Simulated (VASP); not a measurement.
Runs of VASP 6.6.1 on BN (Qingsongite). The structure is that of space group F-43m (No. 216), or close to it. The cells are those of the table. 

| cell | gap on the mesh (eV) | pressure (GPa) |
| --- | --- | --- |
| a = 2.593 Å, angles 60.0°, 2 atoms | 5.72 | -20.8 |
| a = 2.517 Å, angles 60.0°, 2 atoms | (b) | 13.6 |
| a = 2.568 Å, angles 60.0°, 2 atoms | 5.76 | (a) |
| a = 2.491 Å, angles 60.0°, 2 atoms | 5.87 | 28.7 |

Alike in all rows: task single point; level HSE06; potentials or basis VASP PAW PBE potentials, release 64 (B, N); no spin polarisation; k mesh 6 × 6 × 6; cutoff (eV) 520; smearing gaussian 0.02 eV.

Q: Estimate the missing entries.

A: (a) -10.9; (b) 5.83.

Caveats: all runs use coarse meshes; the PAW data sets were made with another functional, which shifts forces and pressure a little.

A k mesh can miss the band edges.
